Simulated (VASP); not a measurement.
# MgS in VASP: notebook, part 2 of 2

VASP 6.6.1. The steps go on from the part before.

## 5. Single point, PBE

File INCAR:

```
SYSTEM = MgS
PREC     = Accurate       ! precision mode
ENCUT    = 520            ! plane-wave cutoff, eV
EDIFF    = 1E-6           ! SCF threshold, eV
ISMEAR   = 0              ! smearing method
SIGMA    = 0.1            ! smearing width, eV
LREAL    = .False.        ! projectors in reciprocal space
LASPH    = .True.         ! aspherical terms in the spheres
NELM     = 100            ! most SCF steps
ALGO     = Normal         ! electronic algorithm
ISIF     = 2              ! what is computed and relaxed
LWAVE    = .False.        ! write WAVECAR
LCHARG   = .True.         ! write CHGCAR
GGA      = PE             ! functional
LELF     = .True.         ! ELF
LVHAR    = .True.       
NBANDS   = 26             ! bands
```

File KPOINTS:

```
Automatic mesh
0
Gamma
  4 4 4
  0 0 0
```

File POSCAR:

```
MgS
1.0
    6.8619136808      0.0000000000      0.0000000000
    0.0000000000      6.8619136808      0.0000000000
    0.0000000000      0.0000000000      4.0924642217
Mg S
4 4
Direct
    0.6739534093      0.6739534093      0.0000000000
    0.8260465907      0.1739534093      0.5000000000
    0.3260465907      0.3260465907      0.0000000000
    0.1739534093      0.8260465907      0.5000000000
    0.8116164449      0.8116164449      0.5000000000
    0.6883835551      0.3116164449      0.0000000000
    0.1883835551      0.1883835551      0.5000000000
    0.3116164449      0.6883835551      0.0000000000
```

Potentials or basis: VASP PAW PBE potentials, release 64 (Mg, S).

Started as:

```bash
$ cat potpaw_PBE.64/Mg/POTCAR potpaw_PBE.64/S/POTCAR > POTCAR
$ mpirun -np 1 vasp_std > vasp.out
```

OUTCAR:

```text
SYSTEM = MgS
   PREC = Accurate
   ENCUT = 520
   EDIFF = 1E-6
   ISMEAR = 0
   LREAL = .False.
   LASPH = .True.
   NELM = 100
   ISIF = 2
   GGA = PE

 ion  position               nearest neighbor table
   1  0.674  0.674  0.000-   5 2.44   5 2.44   8 2.49   6 2.49   3 3.38
   2  0.826  0.174  0.500-   6 2.44   6 2.44   7 2.49   5 2.49   4 3.38
   3  0.326  0.326  0.000-   7 2.44   7 2.44   8 2.49   6 2.49   1 3.38
   4  0.174  0.826  0.500-   8 2.44   8 2.44   5 2.49   7 2.49   2 3.38
   5  0.812  0.812  0.500-   1 2.44   1 2.44   4 2.49   2 2.49
   6  0.688  0.312  0.000-   2 2.44   2 2.44   3 2.49   1 2.49
   7  0.188  0.188  0.500-   3 2.44   3 2.44   4 2.49   2 2.49
   8  0.312  0.688  0.000-   4 2.44   4 2.44   1 2.49   3 2.49

  LATTYP: Found a simple tetragonal cell.
 ALAT       =     6.8619136808
 C/A-ratio  =     0.5964027547

  Lattice vectors:

 A1 = (   6.8619136808,   0.0000000000,   0.0000000000)
 A2 = (   0.0000000000,   6.8619136808,   0.0000000000)
 A3 = (   0.0000000000,   0.0000000000,   4.0924642217)

[... 185 lines left out ...]
 cond. band min:       4.1110717116   @ k =   0.0000   0.0000   0.0000
 fundamental gap:      3.3375353796
 Fermi energy:         1.2027376999

 k-point     1 :       0.0000    0.0000    0.0000
  band No.  band energies     occupation
      1     -10.5236      2.00000
      2      -9.8598      2.00000
      3      -9.8598      2.00000
      4      -9.7499      2.00000
      5      -2.6498      2.00000
      6      -1.5427      2.00000
[... 511 lines left out ...]
     25       9.1675      0.00000
     26       9.1681      0.00000

------------------------ aborting loop because EDIFF is reached ----------------------------------------

  FORCE on cell =-STRESS in cart. coord.  units (eV):
  Direction    XX          YY          ZZ          XY          YZ          ZX
  --------------------------------------------------------------------------------------
  -------------------------------------------------------------------------------------
  Total       -0.1874876     -0.1874876     -0.0702690      0.0000000      0.0000000      0.0000000
  in kB       -1.5588622     -1.5588622     -0.5842507      0.0000000      0.0000000      0.0000000
  external PRESSURE =      -1.2339917 kB  Pullay stress =       0.0000000 kB

 VOLUME and BASIS-vectors are now :
 -----------------------------------------------------------------------------
  energy-cutoff  :      520.00
  volume of cell :      192.70
      direct lattice vectors                 reciprocal lattice vectors
     6.861913681  0.000000000  0.000000000     0.145731941  0.000000000  0.000000000
     0.000000000  6.861913681  0.000000000     0.000000000  0.145731941  0.000000000
     0.000000000  0.000000000  4.092464222     0.000000000  0.000000000  0.244351556

 POSITION                                       TOTAL-FORCE (eV/Angst)
 -----------------------------------------------------------------------------------
      4.62461      4.62461      0.00000        -0.032038     -0.032038     -0.000000
      5.66826      1.19365      2.04623         0.032038     -0.032038     -0.000000
      2.23730      2.23730      0.00000         0.032038      0.032038      0.000000
      1.19365      5.66826      2.04623        -0.032038      0.032038      0.000000
      5.56924      5.56924      2.04623         0.025497      0.025497      0.000000
      4.72363      2.13829      0.00000        -0.025497      0.025497      0.000000
      1.29267      1.29267      2.04623        -0.025497     -0.025497     -0.000000
      2.13829      4.72363      0.00000         0.025497     -0.025497      0.000000
 -----------------------------------------------------------------------------------
    total drift:                               -0.000000      0.000000     -0.000000

  FREE ENERGIE OF THE ION-ELECTRON SYSTEM (eV)
  ---------------------------------------------------
  free  energy   TOTEN  =       -33.7658701097 eV

  energy  without entropy=      -33.7658701097  energy(sigma->0) =      -33.76587011
```

OSZICAR:

```text
N       E                     dE             d eps       ncg     rms          rms(c)
DAV:   1     0.145952450724E+03    0.14595E+03   -0.11804E+04   936   0.989E+02
DAV:   2    -0.196197555453E+02   -0.16557E+03   -0.15623E+03  1316   0.165E+02
DAV:   3    -0.356130587508E+02   -0.15993E+02   -0.15904E+02  1224   0.552E+01
DAV:   4    -0.358925767354E+02   -0.27952E+00   -0.27927E+00  1198   0.888E+00
DAV:   5    -0.358984371697E+02   -0.58604E-02   -0.58592E-02  1240   0.133E+00    0.810E+00
DAV:   6    -0.338713790620E+02    0.20271E+01   -0.40326E+00  1022   0.708E+00    0.641E+00
DAV:   7    -0.337281017171E+02    0.14328E+00   -0.82119E-01  1216   0.328E+00    0.458E+00
DAV:   8    -0.337669234684E+02   -0.38822E-01   -0.69002E-02  1046   0.148E+00    0.185E+00
DAV:   9    -0.337638607937E+02    0.30627E-02   -0.47501E-03  1192   0.366E-01    0.424E-01
DAV:  10    -0.337656072570E+02   -0.17465E-02   -0.24611E-03  1126   0.208E-01    0.451E-02
DAV:  11    -0.337658480519E+02   -0.24079E-03   -0.25890E-04  1138   0.760E-02    0.468E-02
DAV:  12    -0.337658581734E+02   -0.10121E-04   -0.11656E-05  1202   0.159E-02    0.233E-02
DAV:  13    -0.337658709539E+02   -0.12781E-04   -0.22197E-05  1044   0.217E-02    0.203E-02
DAV:  14    -0.337658701097E+02    0.84422E-06   -0.19125E-06  1098   0.573E-03
   1 F= -.33765870E+02 E0= -.33765870E+02  d E =-.891042E-11
```

stdout:

```text
POSCAR found type information on POSCAR MgS
 POSCAR found :  2 types and       8 ions
 scaLAPACK will be used
 LDA part: xc-table for (Slater+PW92), standard interpolation
 POSCAR, INCAR and KPOINTS ok, starting setup
 FFT: planning ... GRIDC
 FFT: planning ... GRID_SOFT
 FFT: planning ... GRID
 WAVECAR not read
 entering main loop
```

Wall time 2 min (1 thread of Intel Xeon Platinum 8488C (Sapphire Rapids), shared host); peak memory 0.31 GiB.

Results:

```
Free energy            : -33.7659 eV
Pressure               : -0.1 GPa
Largest force          : 0.045 eV/Å
Band gap on the k mesh : 3.34 eV, direct
```

Forces on the atoms (eV/Å):
```
Mg  -0.032 -0.032  0.000
Mg   0.032 -0.032  0.000
Mg   0.032  0.032  0.000
Mg  -0.032  0.032  0.000
S    0.025  0.025  0.000
S   -0.025  0.025  0.000
S   -0.025 -0.025  0.000
S    0.025 -0.025  0.000
```

Stress tensor (GPa, compression positive):
```
-0.16  0.00  0.00
 0.00 -0.16  0.00
 0.00  0.00 -0.06
```

Levels at points of the mesh, in eV from the valence-band top:
```
           k point  band 12  band 13  band 14  band 15  band 16  band 17  band 18  band 19  band 20  band 21
(0.00, 0.00, 0.00)    -0.58    -0.30    -0.06    -0.06     0.00     3.34     4.70     5.00     5.00     5.60
(0.50, 0.00, 0.00)    -0.96    -0.42    -0.42    -0.34    -0.34     4.79     4.79     5.06     5.06     6.21
(0.50, 0.50, 0.00)    -0.79    -0.63    -0.63    -0.56    -0.56     4.92     4.92     5.57     5.57     6.09
(0.00, 0.00, 0.50)    -1.11    -0.91    -0.91    -0.84    -0.84     5.18     5.18     6.61     6.61     6.62
(0.50, 0.00, 0.50)    -1.09    -0.75    -0.75    -0.43    -0.43     5.07     5.07     5.48     5.48     5.88
(0.50, 0.50, 0.50)    -0.78    -0.67    -0.67    -0.51    -0.51     4.52     4.52     4.86     4.86     6.31
```

## 6. Single point, PBE

File INCAR:

```
SYSTEM = MgS
PREC = Accurate
ENCUT = 520
EDIFF = 1E-7
ISMEAR = 0
SIGMA = 0.02
LREAL = .FALSE.
LASPH = .TRUE.
NELM = 60
ALGO = Normal
ISIF = 2
LWAVE = .FALSE.
LCHARG = .TRUE.
GGA = PE
LELF = .TRUE.
LVHAR = .TRUE.
NBANDS = 26
```

File KPOINTS:

```
regular mesh
0
G
  4 4 6
  0 0 0
```

File POSCAR:

```
MgS
1.0
    6.8773205027      0.0000000000      0.0000000000
    0.0000000000      6.8773205027      0.0000000000
    0.0000000000      0.0000000000      4.0798208312
Mg S
4 4
Direct
    0.6732446447      0.6732446447      0.0000000000
    0.8267553553      0.1732446447      0.5000000000
    0.3267553553      0.3267553553      0.0000000000
    0.1732446447      0.8267553553      0.5000000000
    0.8122174204      0.8122174204      0.5000000000
    0.6877825796      0.3122174204      0.0000000000
    0.1877825796      0.1877825796      0.5000000000
    0.3122174204      0.6877825796      0.0000000000
```

Potentials or basis: VASP PAW PBE potentials, release 64 (Mg, S).

Started as:

```bash
$ cat potpaw_PBE.64/Mg/POTCAR potpaw_PBE.64/S/POTCAR > POTCAR
$ mpirun -np 1 vasp_std > vasp.out
```

OUTCAR:

```text
SYSTEM = MgS
   PREC = Accurate
   ENCUT = 520
   EDIFF = 1E-7
   ISMEAR = 0
   LREAL = .FALSE.
   LASPH = .TRUE.
   NELM = 60
   ISIF = 2
   GGA = PE

 ion  position               nearest neighbor table
   1  0.673  0.673  0.000-   5 2.45   5 2.45   8 2.48   6 2.48   3 3.37
   2  0.827  0.173  0.500-   6 2.45   6 2.45   7 2.48   5 2.48   4 3.37
   3  0.327  0.327  0.000-   7 2.45   7 2.45   8 2.48   6 2.48   1 3.37
   4  0.173  0.827  0.500-   8 2.45   8 2.45   5 2.48   7 2.48   2 3.37
   5  0.812  0.812  0.500-   1 2.45   1 2.45   4 2.48   2 2.48
   6  0.688  0.312  0.000-   2 2.45   2 2.45   3 2.48   1 2.48
   7  0.188  0.188  0.500-   3 2.45   3 2.45   4 2.48   2 2.48
[... 910 lines left out ...]
  in kB       -1.3843367     -1.3843367     -1.5268108      0.0000000      0.0000000      0.0000000
  external PRESSURE =      -1.4318281 kB  Pullay stress =       0.0000000 kB

 VOLUME and BASIS-vectors are now :
 -----------------------------------------------------------------------------
  energy-cutoff  :      520.00
  volume of cell :      192.97
      direct lattice vectors                 reciprocal lattice vectors
     6.877320503  0.000000000  0.000000000     0.145405467  0.000000000  0.000000000
     0.000000000  6.877320503  0.000000000     0.000000000  0.145405467  0.000000000
     0.000000000  0.000000000  4.079820831     0.000000000  0.000000000  0.245108803

 POSITION                                       TOTAL-FORCE (eV/Angst)
 -----------------------------------------------------------------------------------
      4.63012      4.63012      0.00000        -0.002986     -0.002986      0.000000
      5.68586      1.19146      2.03991         0.002986     -0.002986      0.000000
      2.24720      2.24720      0.00000         0.002986      0.002986      0.000000
      1.19146      5.68586      2.03991        -0.002986      0.002986      0.000000
      5.58588      5.58588      2.03991         0.000783      0.000783      0.000000
      4.73010      2.14722      0.00000        -0.000783      0.000783      0.000000
      1.29144      1.29144      2.03991        -0.000783     -0.000783     -0.000000
      2.14722      4.73010      0.00000         0.000783     -0.000783      0.000000
 -----------------------------------------------------------------------------------
    total drift:                                0.000000      0.000000     -0.000000

  FREE ENERGIE OF THE ION-ELECTRON SYSTEM (eV)
  ---------------------------------------------------
  free  energy   TOTEN  =       -33.7740970168 eV

  energy  without entropy=      -33.7740970168  energy(sigma->0) =      -33.77409702
```

OSZICAR:

```text
N       E                     dE             d eps       ncg     rms          rms(c)
DAV:   1     0.145527638429E+03    0.14553E+03   -0.11848E+04  1248   0.990E+02
DAV:   2    -0.194742119100E+02   -0.16500E+03   -0.15422E+03  1732   0.164E+02
DAV:   3    -0.356074133408E+02   -0.16133E+02   -0.16047E+02  1640   0.551E+01
DAV:   4    -0.358976745080E+02   -0.29026E+00   -0.29001E+00  1624   0.894E+00
DAV:   5    -0.359037404769E+02   -0.60660E-02   -0.60645E-02  1634   0.134E+00    0.810E+00
DAV:   6    -0.338789204628E+02    0.20248E+01   -0.40368E+00  1356   0.707E+00    0.641E+00
DAV:   7    -0.337365307550E+02    0.14239E+00   -0.81834E-01  1624   0.327E+00    0.458E+00
DAV:   8    -0.337752234238E+02   -0.38693E-01   -0.68146E-02  1364   0.147E+00    0.185E+00
DAV:   9    -0.337720875767E+02    0.31358E-02   -0.47176E-03  1612   0.364E-01    0.427E-01
DAV:  10    -0.337738810629E+02   -0.17935E-02   -0.27263E-03  1442   0.218E-01    0.497E-02
DAV:  11    -0.337740749734E+02   -0.19391E-03   -0.24257E-04  1544   0.722E-02    0.485E-02
DAV:  12    -0.337740850600E+02   -0.10087E-04   -0.11683E-05  1596   0.158E-02    0.231E-02
DAV:  13    -0.337740978586E+02   -0.12799E-04   -0.22372E-05  1370   0.218E-02    0.198E-02
DAV:  14    -0.337740969843E+02    0.87440E-06   -0.25061E-06  1692   0.624E-03    0.520E-03
DAV:  15    -0.337740970168E+02   -0.32581E-07   -0.29163E-07  1350   0.268E-03
   1 F= -.33774097E+02 E0= -.33774097E+02  d E =-.118916E-25
```

stdout:

```text
POSCAR found type information on POSCAR MgS
 POSCAR found :  2 types and       8 ions
 scaLAPACK will be used
 LDA part: xc-table for (Slater+PW92), standard interpolation
 POSCAR, INCAR and KPOINTS ok, starting setup
 FFT: planning ... GRIDC
 FFT: planning ... GRID_SOFT
 FFT: planning ... GRID
 WAVECAR not read
 entering main loop
```

Wall time 3.6 min (1 thread of Intel Xeon Platinum 8488C (Sapphire Rapids), shared host); peak memory 0.32 GiB.

What came out:

| Quantity | Value |
| --- | --- |
| Free energy | -33.7741 eV |
| Pressure | -0.1 GPa |
| Largest force | 0.004 eV/Å |
| Band gap on the k mesh | 3.35 eV, direct |

Forces on the atoms (eV/Å):
```
Mg  -0.003 -0.003  0.000
Mg   0.003 -0.003  0.000
Mg   0.003  0.003  0.000
Mg  -0.003  0.003  0.000
S    0.001  0.001  0.000
S   -0.001  0.001  0.000
S   -0.001 -0.001  0.000
S    0.001 -0.001  0.000
```

Expect the measured gap to be larger: semilocal functionals such as PBE lack the derivative discontinuity.

## 7. Overview

| cell | k mesh | smearing | gap on the mesh (eV) | pressure (GPa) | largest force (eV/Å) |
| --- | --- | --- | --- | --- | --- |
| a = 4.080, b = 6.877, c = 6.877 Å, 8 atoms | 4 × 2 × 2 | gaussian 0.1 eV | 3.35 | -0.1 | - |
| a = 4.082, b = 6.881, c = 6.873 Å, 8 atoms | 4 × 2 × 2 | gaussian 0.1 eV | 3.35 | -0.1 | 0.02 |
| a = 6.618, b = 6.618, c = 3.909 Å, 8 atoms | 4 × 4 × 4 | gaussian 0.1 eV | 3.80 | 8.1 | 0.39 |
| a = 6.862, b = 6.862, c = 4.092 Å, 8 atoms | 4 × 4 × 4 | gaussian 0.1 eV | 3.34 | -0.1 | 0.05 |
| a = 6.877, b = 6.877, c = 4.080 Å, 8 atoms | 4 × 4 × 6 | gaussian 0.02 eV | 3.35 | -0.1 | - |

Alike in all rows: task single point; level PBE; potentials or basis VASP PAW PBE potentials, release 64 (Mg, S); no spin polarisation; cutoff (eV) 520.

Caveats: some runs use coarse meshes.

Total energies depend on the potentials used, so only differences within one code and one set of settings carry meaning.
